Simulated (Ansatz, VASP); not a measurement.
## BaTiO3: VASP beside Ansatz

File INCAR:

```
SYSTEM = BaTiO3
PREC = Accurate ; ENCUT = 520
EDIFF = 1E-6 ; ISMEAR = -1
SIGMA = 0.05 ; LREAL = .FALSE.
LASPH = .TRUE. ; NELM = 150
ALGO = Normal ; ISIF = 2
LWAVE = .FALSE. ; LCHARG = .FALSE.
LMAXMIX = 4 ; LDAU = .TRUE.
LDAUTYPE = 2 ; LDAUL = -1 2 -1
LDAUU = 0 1 0 ; LDAUJ = 0 0 0
LDAUPRINT = 1 ; GGA = PS
NBANDS = 51
```

KPOINTS

```
Automatic mesh
0
G
  7 5 5
  0 0 0
```

The input POSCAR:

```
BaTiO3
1.0
   -2.8276681600     -1.6325549700     -2.3177316100
    2.8276681600     -4.8976649200      0.0000000000
   -2.8276681600     -1.6325549700      4.6354632200
Ba Ti O
2 2 6
Direct
    0.0157454600      0.9951067300      0.9732589900
    0.9842545400      0.5048932700      0.5267410100
    0.5038597100      0.9895382000      0.5036220000
    0.4681402900      0.5104618000      0.0243780000
    0.5305500000      0.2316233900      0.7331572700
    0.4862500000      0.7582766100      0.2399427300
    0.4792171100      0.7573442300      0.7334846100
    0.5375828900      0.2527557700      0.2396153900
    0.9908878400      0.0289311200      0.4795032700
    0.0461121600      0.4710688800      0.0036967300
```

File input.yaml:

```yaml
crystal:
  lattice:
    - [-2.82766816, -1.63255497, -2.31773161]
    - [2.82766816, -4.89766492, 0.0]
    - [-2.82766816, -1.63255497, 4.63546322]
  atoms:
    - { symbol: Ba, position: [0.01574546, 0.99510673, 0.97325899] }
    - { symbol: Ba, position: [0.98425454, 0.50489327, 0.52674101] }
    - { symbol: Ti, position: [0.50385971, 0.9895382, 0.503622] }
    - { symbol: Ti, position: [0.46814029, 0.5104618, 0.024378] }
    - { symbol: O, position: [0.53055, 0.23162339, 0.73315727] }
    - { symbol: O, position: [0.48625, 0.75827661, 0.23994273] }
    - { symbol: O, position: [0.47921711, 0.75734423, 0.73348461] }
    - { symbol: O, position: [0.53758289, 0.25275577, 0.23961539] }
    - { symbol: O, position: [0.99088784, 0.02893112, 0.47950327] }
    - { symbol: O, position: [0.04611216, 0.47106888, 0.00369673] }
hamiltonian:
  xc: pbesol
  pseudopotentials: { kind: paw }
  hubbard: { sites: [{ species: Ti, l: d, u_eff: 1.0 }] }
kpoints:
  mp_grid: { grid: [7, 5, 5] }
  band_path:
    path:
      - [[0.0, 0.0, 0.0], [0.0, 0.0, 0.5], [-0.4987186014, 0.0, 0.502576104], [-0.5, 0.0, 0.5], [-0.5, 0.5, 0.5], [-0.5012813986, 0.5, 0.497423896], [-0.5, 0.5, 0.0], [-0.5, 0.0, 0.0], [-0.5012813986, 0.0, 0.497423896]]
      - [[-0.4987186014, 0.5, 0.502576104], [0.0, 0.5, 0.5], [0.0, 0.5, 0.0]]
      - [[0.0, 0.0, 0.5], [0.0, 0.5, 0.5]]
    npoints: 10
scf:
  occupations: { method: fermi_dirac, width: 0.05 }
  n_extra_bands: 25
output:
  forces: true
  stress: true
  eigenvalues: true
  fatbands: true
```

Alike in both runs: functional PBEsol; k mesh 7 × 5 × 5; occupations fermi-dirac, width 0.05 eV; no spin polarisation; Hubbard terms Ti d U = 1.0 eV.

|  | VASP | Ansatz |
| --- | --- | --- |
| version | VASP 6.6.1 | Ansatz 0.2.0 |
| potentials or method | VASP PAW PBE potentials, release 64 (Ba_sv, Ti_sv, O) | Ansatz PAW |
| plane-wave cutoff (eV) | 520 | 420 |
| valence electrons in the cell | 80 | 80 |
| task | single point | band structure |

```tsv
	VASP	Ansatz	Ansatz less VASP
gap on the k mesh at the Fermi level (eV)	2.30	2.33	+0.032
least direct gap on the mesh (eV)	2.38	2.39	+0.009
pressure (GPa)	5.1	2.6	-2.55
traceless stress, the component that is largest in VASP (GPa)	2.14	2.03	-0.110
rms of the force components (eV/Å)	1.174	1.102	-0.0719
```

VASP's potentials were made for PBE, not for PBEsol. The programs project onto different local orbitals, so the same U acts differently, and such runs can settle in different states. Atom by atom the forces differ by 0.116 eV/Å (rms over components).

Neither program's run includes spin-orbit coupling.
